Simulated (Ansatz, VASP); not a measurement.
# One calculation of Ti, two programs

```xyz
2
Lattice="3.0090 0.0000 0.0000 -1.5045 2.6059 0.0000 0.0000 0.0000 4.6860" Properties=species:S:1:pos:R:3 pbc="T T T"
Ti    0.0000    1.7372    1.1715
Ti    1.5045    0.8686    3.5145
```

Change from the starting cell: equal xx and yy strain of +2 %, crystal datasets.

Alike in both runs: task electric field gradients; functional PBEsol; k mesh 13 × 13 × 7; occupations fermi-dirac, width 0.08 eV; no spin polarisation.

|  | VASP | Ansatz |
| --- | --- | --- |
| version | VASP 6.6.1 | Ansatz 0.2.0 |
| potentials or method | VASP PAW PBE potentials, release 64 (Ti_sv), cutoff 400 eV | all-electron PAW with datasets made for the crystal, scalar-relativistic |

VASP gave:

```
pressure (GPa)                                                : -10.1
traceless stress, the component that is largest in VASP (GPa) : 0.90
size of Vzz on the site where it differs most (V/Å²)          : 18.1
```

**Question.** What did Ansatz give for the same quantities?

**Answer.** Pressure (GPa): -9.4; traceless stress, the component that is largest in VASP (GPa): 0.90; size of Vzz on the site where it differs most (V/Å²): 19.6.

VASP's potentials were made for PBE, not for PBEsol. Ansatz ran all-electron here, and VASP with PAW potentials.
